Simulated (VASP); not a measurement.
# CsH (P4mm) in VASP: single point with LDA

Aim: the single point of CsH with LDA.

All numbers are computed with VASP 6.6.1; they aren't measurements. Logs are shortened: lines on timing, memory, paths and dates and some standing lists are left out, and cuts for length are marked.

## Step 1: The cell of the first run

Symmetry: P4mm, No. 99, tetragonal system. Conventional cell: a = 3.818 Å, b = 3.818 Å, c = 3.818 Å, α = 90.00°, β = 90.00°, γ = 90.00°. Cs (site symmetry 4mm) has 8 H at 3.27 to 3.34 Å and 6 Cs at 3.82 Å within 4.3 Å. Within 4.3 Å of H (site symmetry 4mm) lie 8 Cs at 3.27 to 3.34 Å and 6 H at 3.82 Å.

## Step 2: Single point, LDA (all H atoms moved +0.062 Å, as atom 2 along Cartesian [0 0 1])

INCAR

```
SYSTEM = CsH
PREC = Accurate ; ENCUT = 520
EDIFF = 1E-6 ; ISMEAR = 0
SIGMA = 0.05 ; LREAL = .False.
LASPH = .True. ; NELM = 60
ALGO = Normal ; ISIF = 2
LWAVE = .False. ; LCHARG = .False.
NBANDS = 12
```

KPOINTS

```
regular mesh
0
Gamma
  8 8 8
  0 0 0
```

POSCAR

```
CsH
1.0
    3.8184085400      0.0000000000      0.0000000000
    0.0000000000      3.8184085400      0.0000000000
    0.0000000000      0.0000000000      3.8184085400
Cs H
1 1
Direct
    0.0000000000      0.0000000000      0.0000000000
    0.5000000000      0.5000000000      0.5163680757
```

Potentials or basis: VASP PAW LDA potentials, release 64 (Cs_sv, H).

Run with:

```bash
cat potpaw_LDA.64/Cs_sv/POTCAR potpaw_LDA.64/H/POTCAR > POTCAR
mpirun -np 1 vasp_std > vasp.out
```

OUTCAR:

```text
SYSTEM = CsH
   PREC = Accurate
   ENCUT = 520
   EDIFF = 1E-6
   ISMEAR = 0
   LREAL = .False.
   LASPH = .True.
   NELM = 60
   ISIF = 2

 ion  position               nearest neighbor table
   1  0.000  0.000  0.000-
   2  0.500  0.500  0.516-

  LATTYP: Found a simple cubic cell.
 ALAT       =     3.8184085400

  Lattice vectors:

 A1 = (   3.8184085400,   0.0000000000,   0.0000000000)
 A2 = (   0.0000000000,   3.8184085400,   0.0000000000)
 A3 = (   0.0000000000,   0.0000000000,   3.8184085400)

Analysis of symmetry for initial positions (statically):
=====================================================================
 Subroutine PRICEL returns:
 Original cell was already a primitive cell.

 Routine SETGRP: Setting up the symmetry group for a
 simple cubic supercell.

 Subroutine GETGRP returns: Found  8 space group operations
 (whereof  8 operations were pure point group operations)
 out of a pool of 48 trial point group operations.

The static configuration has the point symmetry C_4v.

Analysis of symmetry for dynamics (positions and initial velocities):
=====================================================================
 Subroutine PRICEL returns:
 Original cell was already a primitive cell.

 Routine SETGRP: Setting up the symmetry group for a
 simple cubic supercell.

 Subroutine GETGRP returns: Found  8 space group operations
 (whereof  8 operations were pure point group operations)
 out of a pool of 48 trial point group operations.

The dynamic configuration has the point symmetry C_4v.

 Subroutine INISYM returns: Found  8 space group operations
 (whereof  8 operations are pure point group operations),
 and found     1 'primitive' translations

----------------------------------------------------------------------------------------

                                     Primitive cell

  volume of cell :      55.6733

  direct lattice vectors                    reciprocal lattice vectors
     3.818408540  0.000000000  0.000000000     0.261889211  0.000000000  0.000000000
     0.000000000  3.818408540  0.000000000     0.000000000  0.261889211  0.000000000
     0.000000000  0.000000000  3.818408540     0.000000000  0.000000000  0.261889211

  length of vectors
     3.818408540  3.818408540  3.818408540     0.261889211  0.261889211  0.261889211

  position of ions in fractional coordinates (direct lattice)
     0.000000000  0.000000000  0.000000000
     0.500000000  0.500000000  0.516368076

  ion indices of the primitive-cell ions
   primitive index   ion index
                 1           1
[... 83 lines left out ...]
   PSTRESS=    0.0 pullay stress
   NELECT =      10.0000    total number of electrons
   NUPDOWN=      -1.0000    fix difference up-down
   EMIN   =  10.00;   EMAX   =-10.00  energy-range for DOS
   EFERMI =   0.00;   METHOD = LEGACY
   ISMEAR =     0;   SIGMA  =   0.05  broadening in eV -4-tet -1-fermi 0-gaus
   EFERMI_NEDOS =   21; number of points for ismear=-14 and -15
   IALGO  =     38    algorithm
   IMIX   =      4    mixing-type and parameters
     AMIX     =   0.40;   BMIX     =  1.00
     AMIX_MAG =   1.60;   BMIX_MAG =  1.00
  volume/ion in A,a.u.               =      27.84       187.85
  Fermi-wavevector in a.u.,A,eV,Ry     =   0.923689  1.745519 11.608509  0.853201
  Thomas-Fermi vector in A             =   2.049353
   LORBIT       =      0    0 simple, 1 ext, 2 COOP (PROOUT), +10 PAW based schemes
   GGA     = CA    functional components
   LHFCALC =     F    Hartree Fock is set to
   AEXX    =    0.0000 exact exchange contribution
   IVDW    =     0    specifies the selected vdW correction
   LEPSILON=     F    determine dielectric tensor
   LRPA    =     F    only Hartree local field effects (RPA)
 non-spin polarized calculation
 Gauss-broadening in eV      SIGMA  =   0.05
  energy-cutoff  :      520.00
  volume of cell :       55.67
 maximum number of plane-waves:      1516
   NGX = 15   NGY = 15   NGZ = 15

 number of electron      10.0000000 magnetization

 Free energy of the ion-electron system (eV)
  ---------------------------------------------------
  ext. energy  EPLUGINS =         0.00000000
  ---------------------------------------------------
  free energy    TOTEN  =        -4.90492362 eV

  energy without entropy =       -4.90492362  energy(sigma->0) =       -4.90492362

 E-fermi :   0.9058     XC(G=0):  -8.1902

 val. band max:        0.6647296577   @ k =   0.5000   0.5000   0.5000
 cond. band min:       2.9403716852   @ k =   0.5000   0.0000   0.0000
 fundamental gap:      2.2756420274
 Fermi energy:         0.9057516765

 k-point     1 :       0.0000    0.0000    0.0000
  band No.  band energies     occupation
      1     -21.2049      2.00000
      2      -7.2654      2.00000
      3      -7.2645      2.00000
      4      -7.2645      2.00000
      5      -1.4667      2.00000
      6       3.7226      0.00000
      7       3.7241      0.00000
      8       7.6209      0.00000
      9       9.9456      0.00000
     10       9.9456      0.00000
     11       9.9471      0.00000
     12      10.7824      0.00000
[... 331 lines left out ...]
 k-point    24 :       0.0000    0.3750    0.2500
  band No.  band energies     occupation
      1     -20.9941      2.00000
      2      -8.4928      2.00000
      3      -7.9059      2.00000
      4      -7.0549      2.00000
      5      -0.1511      2.00000
      6       3.9129      0.00000
      7       5.9040      0.00000
      8       6.2986      0.00000
      9       7.1791      0.00000
     10       8.4246      0.00000
     11       8.6570      0.00000
     12      10.5060      0.00000

 [... further k-points ...]

------------------------ aborting loop because EDIFF is reached ----------------------------------------

  FORCE on cell =-STRESS in cart. coord.  units (eV):
  Direction    XX          YY          ZZ          XY          YZ          ZX
  --------------------------------------------------------------------------------------
  -------------------------------------------------------------------------------------
  Total       -0.6539929     -0.6539929     -0.6518360      0.0000000      0.0000000      0.0000000
  in kB      -18.8207286    -18.8207286    -18.7586575      0.0000000      0.0000000      0.0000000
  external PRESSURE =     -18.8000383 kB  Pullay stress =       0.0000000 kB

 VOLUME and BASIS-vectors are now :
 -----------------------------------------------------------------------------
  energy-cutoff  :      520.00
  volume of cell :       55.67
      direct lattice vectors                 reciprocal lattice vectors
     3.818408540  0.000000000  0.000000000     0.261889211  0.000000000  0.000000000
     0.000000000  3.818408540  0.000000000     0.000000000  0.261889211  0.000000000
     0.000000000  0.000000000  3.818408540     0.000000000  0.000000000  0.261889211

 POSITION                                       TOTAL-FORCE (eV/Angst)
 -----------------------------------------------------------------------------------
      0.00000      0.00000      0.00000         0.000000     -0.000000      0.018763
      1.90920      1.90920      1.97170        -0.000000      0.000000     -0.018763
 -----------------------------------------------------------------------------------
    total drift:                                0.000000      0.000000     -0.000004

  FREE ENERGIE OF THE ION-ELECTRON SYSTEM (eV)
  ---------------------------------------------------
  free  energy   TOTEN  =        -4.9049236200 eV

  energy  without entropy=       -4.9049236200  energy(sigma->0) =       -4.90492362
```

OSZICAR:

```text
N       E                     dE             d eps       ncg     rms          rms(c)
DAV:   1     0.408542986592E+02    0.40854E+02   -0.43516E+03  1800   0.704E+02
DAV:   2    -0.245143952093E+01   -0.43306E+02   -0.41282E+02  2256   0.116E+02
DAV:   3    -0.558140330777E+01   -0.31300E+01   -0.31239E+01  2236   0.317E+01
DAV:   4    -0.560282642264E+01   -0.21423E-01   -0.21422E-01  2088   0.307E+00
DAV:   5    -0.560290301543E+01   -0.76593E-04   -0.76593E-04  2276   0.193E-01    0.325E+00
DAV:   6    -0.502795073571E+01    0.57495E+00   -0.58118E-01  2028   0.267E+00    0.130E+00
DAV:   7    -0.490195224499E+01    0.12600E+00   -0.47331E-01  2060   0.230E+00    0.496E-01
DAV:   8    -0.490815335261E+01   -0.62011E-02   -0.45205E-02  2004   0.825E-01    0.216E-01
DAV:   9    -0.490488713042E+01    0.32662E-02   -0.63709E-03  2052   0.283E-01    0.357E-02
DAV:  10    -0.490492424421E+01   -0.37114E-04   -0.78390E-04  2052   0.104E-01    0.205E-02
DAV:  11    -0.490492479778E+01   -0.55356E-06   -0.23234E-05  2092   0.167E-02    0.658E-03
DAV:  12    -0.490492359767E+01    0.12001E-05   -0.47171E-06  2116   0.777E-03    0.324E-03
DAV:  13    -0.490492362003E+01   -0.22360E-07   -0.34041E-07  1092   0.271E-03
   1 F= -.49049236E+01 E0= -.49049236E+01  d E =-.446250E-14
```

stdout:

```text
POSCAR found type information on POSCAR CsH
 POSCAR found :  2 types and       2 ions
 scaLAPACK will be used
 LDA part: xc-table for (Slater(with rela. corr.)+CA(PZ))
 , standard interpolation
 POSCAR, INCAR and KPOINTS ok, starting setup
 FFT: planning ... GRIDC
 FFT: planning ... GRID_SOFT
 FFT: planning ... GRID
 WAVECAR not read
 entering main loop
```

Run time: 27 s. Hardware: 1 thread of AMD EPYC 9R45 (Zen 5), shared host; peak memory 0.14 GiB.

What came out:

```yaml
Free_energy: -4.9049 eV
Pressure: -1.9 GPa
Largest_force: 0.019 eV/Å
Band_gap_on_the_k_mesh: 2.28 eV, indirect (least direct gap 2.45 eV)
```

Forces in eV/Å, atoms in the order of the input:
```
Cs   0.000  0.000  0.019
H    0.000  0.000 -0.019
```

Levels at points of the mesh, in eV from the valence-band top:
```csv
k point,band 3,band 4,band 5,band 6,band 7,band 8
"(0.00, 0.00, 0.00)",-7.93,-7.93,-2.13,3.06,3.06,6.96
"(0.50, 0.00, 0.00)",-7.77,-7.77,-0.27,2.28,3.86,5.87
"(0.00, 0.00, 0.50)",-7.77,-7.77,-0.28,2.28,3.86,5.87
"(0.50, 0.50, 0.00)",-9.17,-7.62,-1.34,4.10,6.20,6.53
"(0.00, 0.50, 0.50)",-9.17,-7.62,-1.34,4.10,6.11,6.53
"(0.50, 0.50, 0.50)",-8.94,-8.94,0.00,2.45,2.45,2.46
```

Caveat: the cell differs from its parent crystal (all H atoms moved +0.062 Å, as atom 2 along Cartesian [0 0 1]); spin-orbit coupling is left out, which moves the levels of the heavy elements.
